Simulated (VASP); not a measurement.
# TiAl (P-6m2) in VASP: notebook

The runs below take TiAl through single point, with PBEsol.

All numbers are computed with VASP 6.6.1; they aren't measurements. Logs are shortened: lines on timing, memory, paths and dates and some standing lists are left out, and cuts for length are marked.

## 1. The cell of the first run

Symmetry: P-6m2, No. 187, hexagonal system. The conventional cell has a = 2.769 Å, b = 2.769 Å, c = 4.493 Å, α = 90.00°, β = 90.00°, γ = 120.00°. Ti (site symmetry -6m2) has 6 Al at 2.76 Å and 6 Ti at 2.77 Å within 3.6 Å. Al (site symmetry -6m2) has 6 Ti at 2.76 Å and 6 Al at 2.77 Å within 3.6 Å.

## 2. Single point, PBEsol, collinear spin (14.92 Å³/atom)

INCAR reads:

```
PREC = Accurate
ENCUT = 520
EDIFF = 1E-6
ISMEAR = 0
SIGMA = 0.15
LREAL = False
LASPH = True
NELM = 150
ALGO = Normal
ISIF = 2
LWAVE = False
LCHARG = True
ISPIN = 2
MAGMOM = 0.875 0
LORBIT = 11
NUPDOWN = 0.875
LMAXMIX = 4
GGA = PS
LELF = True
LVHAR = True
NBANDS = 18
```

KPOINTS reads:

```
Automatic mesh
0
Gamma
  21 21 12
```

POSCAR reads:

```
TiAl
1.0
    2.7694960644      0.0000000000      0.0000000000
   -1.3847480322      2.3984539475      0.0000000000
    0.0000000000      0.0000000000      4.4925796926
Ti Al
1 1
Direct
    0.0000000000      0.0000000000      0.0000000000
    0.3333333333      0.6666666667      0.5000000000
```

Potentials or basis: VASP PAW PBE potentials, release 64 (Ti_sv, Al).

On the command line:

```sh
> cat potpaw_PBE.64/Ti_sv/POTCAR potpaw_PBE.64/Al/POTCAR > POTCAR
> mpirun -np 1 vasp_std > vasp.out
```

OUTCAR:

```text
PREC = Accurate
   ENCUT = 520
   EDIFF = 1E-6
   ISMEAR = 0
   LREAL = False
   LASPH = True
   NELM = 150
   ISIF = 2
   ISPIN = 2
   LORBIT = 11
   NUPDOWN = 0.875
   GGA = PS

 ion  position               nearest neighbor table
   1  0.000  0.000  0.000-   2 2.76   2 2.76   2 2.76   2 2.76   2 2.76   2 2.76
   2  0.333  0.667  0.500-   1 2.76   1 2.76   1 2.76   1 2.76   1 2.76   1 2.76

  LATTYP: Found a hexagonal cell.
 ALAT       =     2.7694960644
 C/A-ratio  =     1.6221650395

  Lattice vectors:

 A1 = (   2.7694960644,   0.0000000000,   0.0000000000)
 A2 = (  -1.3847480322,   2.3984539475,   0.0000000000)
 A3 = (   0.0000000000,   0.0000000000,   4.4925796926)

Analysis of symmetry for initial positions (statically):
=====================================================================
 Subroutine PRICEL returns:
 Original cell was already a primitive cell.

 Routine SETGRP: Setting up the symmetry group for a
 hexagonal supercell.

 Subroutine GETGRP returns: Found 12 space group operations
 (whereof 12 operations were pure point group operations)
 out of a pool of 24 trial point group operations.

The static configuration has the point symmetry D_3h.

Analysis of symmetry for dynamics (positions and initial velocities):
=====================================================================
 Subroutine PRICEL returns:
 Original cell was already a primitive cell.

 Routine SETGRP: Setting up the symmetry group for a
 hexagonal supercell.

 Subroutine GETGRP returns: Found 12 space group operations
 (whereof 12 operations were pure point group operations)
 out of a pool of 24 trial point group operations.

The dynamic configuration has the point symmetry D_3h.

Analysis of structural, dynamic, and magnetic symmetry:
=====================================================================
 Subroutine PRICEL returns:
 Original cell was already a primitive cell.

 Routine SETGRP: Setting up the symmetry group for a
 hexagonal supercell.

 Subroutine GETGRP returns: Found 12 space group operations
 (whereof 12 operations were pure point group operations)
 out of a pool of 24 trial point group operations.

The overall configuration has the point symmetry D_3h.

 Subroutine INISYM returns: Found 12 space group operations
 (whereof 12 operations are pure point group operations),
 and found     1 'primitive' translations

----------------------------------------------------------------------------------------

                                     Primitive cell

  volume of cell :      29.8420

  direct lattice vectors                    reciprocal lattice vectors
     2.769496064  0.000000000  0.000000000     0.361076520  0.208467626  0.000000000
    -1.384748032  2.398453948  0.000000000     0.000000000  0.416935252  0.000000000
     0.000000000  0.000000000  4.492579693     0.000000000  0.000000000  0.222589262

  length of vectors
     2.769496064  2.769496064  4.492579693     0.416935252  0.416935252  0.222589262

  position of ions in fractional coordinates (direct lattice)
     0.000000000  0.000000000  0.000000000
     0.333333333  0.666666667  0.500000000

  ion indices of the primitive-cell ions
   primitive index   ion index
                 1           1
                 2           2

----------------------------------------------------------------------------------------

 KPOINTS: Automatic mesh

Automatic generation of k-mesh.
 Grid dimensions read from file:
 generate k-points for:   21   21   12

 Generating k-lattice:

  Cartesian coordinates                     Fractional coordinates (reciprocal lattice)
     0.017194120  0.009927030  0.000000000     0.047619048  0.000000000  0.000000000
     0.000000000  0.019854060  0.000000000     0.000000000  0.047619048  0.000000000
     0.000000000  0.000000000  0.018549105     0.000000000  0.000000000  0.083333333

  Length of vectors
     0.019854060  0.019854060  0.018549105

  Shift w.r.t. Gamma in fractional coordinates (k-lattice)
     0.000000000  0.000000000  0.000000000

 Subroutine IBZKPT returns following result:
 ===========================================

 Found    336 irreducible k-points:

 Following reciprocal coordinates:
            Coordinates               Weight
  0.000000  0.000000  0.000000      1.000000
  0.047619  0.000000  0.000000      6.000000
  0.095238 -0.000000  0.000000      6.000000
  0.142857  0.000000  0.000000      6.000000
  0.190476 -0.000000  0.000000      6.000000
  0.238095 -0.000000  0.000000      6.000000
[... 16 lines left out ...]
  0.142857  0.095238  0.000000     12.000000
  0.190476  0.095238  0.000000     12.000000
 [... further k-points ...]
   k-points           NKPTS =    336   k-points in BZ     NKDIM =    336   number of bands    NBANDS=     18
   number of dos      NEDOS =    301   number of ions     NIONS =      2
   total plane-waves  NPLWV =  20736
   dimension x,y,z NGX =    24 NGY =   24 NGZ =   36
   dimension x,y,z NGXF=    48 NGYF=   48 NGZF=   72
   ions per type =               1   1
   NGX,Y,Z   is equivalent  to a cutoff of  14.41, 14.41, 13.32 a.u.
   NGXF,Y,Z  is equivalent  to a cutoff of  28.81, 28.81, 26.64 a.u.
 SYSTEM =  unknown system
   PREC   = accura    normal or accurate (medium, high low for compatibility)
   ISTART =      0    job   : 0-new  1-cont  2-samecut
   ICHARG =      2    charge: 1-file 2-atom 10-const
   ISPIN  =      2    spin polarized calculation?
   LNONCOLLINEAR =      F non collinear calculations
   LSORBIT =      F    spin-orbit coupling
   LASPH  =      T    aspherical Exc in radial PAW
   ENCUT  =  520.0 eV  38.22 Ry    6.18 a.u.   5.15  5.15  8.35*2*pi/ulx,y,z
   NELM   =    150;   NELMIN=  2; NELMDL= -5     # of ELM steps
   EDIFF  = 0.1E-05   stopping-criterion for ELM
   LREAL  =      F    real-space projection
   EDIFFG = 0.1E-04   stopping-criterion for IOM
   NSW    =      0    number of steps for IOM
   IBRION =     -1    ionic relax: 0-MD 1-quasi-New 2-CG
   NFREE  =      0    steps in history (QN), initial steepest desc. (CG)
   ISIF   =      2    stress and relaxation
   ISYM   =      2    0-nonsym 1-usesym 2-fastsym
   POTIM  = 0.5000    time-step for ionic-motion
   TEBEG  =    0.0;   TEEND  =   0.0 temperature during run
   PSTRESS=    0.0 pullay stress
   NELECT =      15.0000    total number of electrons
   NUPDOWN=       0.8750    fix difference up-down
   EMIN   =  10.00;   EMAX   =-10.00  energy-range for DOS
   EFERMI =   0.00;   METHOD = LEGACY
   ISMEAR =     0;   SIGMA  =   0.15  broadening in eV -4-tet -1-fermi 0-gaus
   EFERMI_NEDOS =   21; number of points for ismear=-14 and -15
   IALGO  =     38    algorithm
   IMIX   =      4    mixing-type and parameters
     AMIX     =   0.40;   BMIX     =  1.00
     AMIX_MAG =   1.60;   BMIX_MAG =  1.00
  volume/ion in A,a.u.               =      14.92       100.69
  Fermi-wavevector in a.u.,A,eV,Ry     =   1.301655  2.459772 23.052434  1.694306
  Thomas-Fermi vector in A             =   2.432775
   LORBIT       =     11    0 simple, 1 ext, 2 COOP (PROOUT), +10 PAW based schemes
   GGA     = PS    functional components
   LHFCALC =     F    Hartree Fock is set to
   AEXX    =    0.0000 exact exchange contribution
   IVDW    =     0    specifies the selected vdW correction
   LEPSILON=     F    determine dielectric tensor
   LRPA    =     F    only Hartree local field effects (RPA)
 spin polarized calculation
 Gauss-broadening in eV      SIGMA  =   0.15
  energy-cutoff  :      520.00
  volume of cell :       29.84
 maximum number of plane-waves:       815
 NGX is ok and might be reduce to    24
   NGX = 11   NGY = 11   NGZ = 17

 number of electron      14.9999995 magnetization       0.8750000

 Free energy of the ion-electron system (eV)
  ---------------------------------------------------
  ext. energy  EPLUGINS =         0.00000000
  ---------------------------------------------------
  free energy    TOTEN  =       -12.79815603 eV

  energy without entropy =      -12.78153857  energy(sigma->0) =      -12.78984730

 E-fermi :   8.8561     XC(G=0): -11.4983

 val. band max:        9.2592576055   @ k =   0.3333   0.2381   0.0833
 cond. band min:       8.8623639616   @ k =   0.1429   0.0952   0.2500
 fundamental gap:     -0.3968936439
 Fermi energy:         9.2651061998

 spin component 1

 k-point     1 :       0.0000    0.0000    0.0000
  band No.  band energies     occupation
      1     -47.2829      1.00000
      2     -23.7295      1.00000
      3     -23.1781      1.00000
      4     -23.1781      1.00000
      5      -0.6393      1.00000
      6       6.2312      1.00000
[... 10 lines left out ...]
     17      23.7330      0.00000
     18      26.8362      0.00000
[... 463 lines left out ...]
 k-point    24 :       0.1905    0.0952    0.0000
  band No.  band energies     occupation
      1     -47.2084      1.00000
      2     -23.6585      1.00000
      3     -23.5861      1.00000
      4     -23.2909      1.00000
      5       1.0175      1.00000
      6       7.0065      1.00000
[... 10 lines left out ...]
     17      24.9543      0.00000
     18      26.3543      0.00000

 [... further k-points ...]

 spin component 2

 k-point     1 :       0.0000    0.0000    0.0000
  band No.  band energies     occupation
      1     -46.8312      1.00000
      2     -23.3199      1.00000
      3     -22.7046      1.00000
      4     -22.7046      1.00000
      5      -0.3929      1.00000
      6       6.8957      1.00000
[... 10 lines left out ...]
     17      24.1525      0.00000
     18      27.0904      0.00000
[... 463 lines left out ...]
 k-point    24 :       0.1905    0.0952    0.0000
  band No.  band energies     occupation
      1     -46.7580      1.00000
      2     -23.2492      1.00000
      3     -23.1048      1.00000
      4     -22.8154      1.00000
      5       1.2579      1.00000
      6       7.3382      1.00000
[... 10 lines left out ...]
     17      25.2476      0.00000
     18      26.7614      0.00000

 [... further k-points ...]

------------------------ aborting loop because EDIFF is reached ----------------------------------------

  FORCE on cell =-STRESS in cart. coord.  units (eV):
  Direction    XX          YY          ZZ          XY          YZ          ZX
  --------------------------------------------------------------------------------------
  -------------------------------------------------------------------------------------
  Total        2.2862259      2.2862259      1.9778145      0.0000000      0.0000000      0.0000000
  in kB      122.7444328    122.7444328    106.1862341      0.0000000      0.0000000      0.0000000
  external PRESSURE =     117.2250332 kB  Pullay stress =       0.0000000 kB

 VOLUME and BASIS-vectors are now :
 -----------------------------------------------------------------------------
  energy-cutoff  :      520.00
  volume of cell :       29.84
      direct lattice vectors                 reciprocal lattice vectors
     2.769496064  0.000000000  0.000000000     0.361076520  0.208467626  0.000000000
    -1.384748032  2.398453948  0.000000000     0.000000000  0.416935252  0.000000000
     0.000000000  0.000000000  4.492579693     0.000000000  0.000000000  0.222589262

 POSITION                                       TOTAL-FORCE (eV/Angst)
 -----------------------------------------------------------------------------------
      0.00000      0.00000      0.00000         0.000000      0.000000      0.000000
     -0.00000      1.59897      2.24629        -0.000000      0.000000      0.000000
 -----------------------------------------------------------------------------------
    total drift:                                0.000000     -0.000000      0.000000

  FREE ENERGIE OF THE ION-ELECTRON SYSTEM (eV)
  ---------------------------------------------------
  free  energy   TOTEN  =       -12.7981560329 eV

  energy  without entropy=      -12.7815385745  energy(sigma->0) =      -12.78984730

 total charge

# of ion       s       p       d       tot
------------------------------------------
    1        2.240   6.161   2.004  10.404
    2        0.435   0.417   0.000   0.852
--------------------------------------------------
tot          2.675   6.578   2.004  11.256

 magnetization (x)

# of ion       s       p       d       tot
------------------------------------------
    1        0.009   0.054   0.469   0.533
    2        0.002   0.020   0.000   0.022
--------------------------------------------------
tot          0.012   0.074   0.469   0.555
```

Run time: 2.1 min. Hardware: 1 thread of Intel Xeon 6975P-C (Granite Rapids), shared host; peak memory 0.38 GiB.

Results:

```yaml
Free_energy: -12.7982 eV
Pressure: 11.7 GPa
Net_moment: 0.88 μB per cell
Site_moments: Ti +0.53; Al +0.02 μB
Valence_electrons_inside_the_program's_atomic_spheres: Ti 10.40; Al 0.85
```

Stress tensor (GPa, compression positive):
```
12.27  0.00  0.00
 0.00 12.27  0.00
 0.00  0.00 10.62
```

Caveat: the cell stands under pressure; the PAW data sets were made with another functional, which shifts forces and pressure a little; the total moment is fixed, so each spin has its own Fermi level.

[end of part 1 of 2]
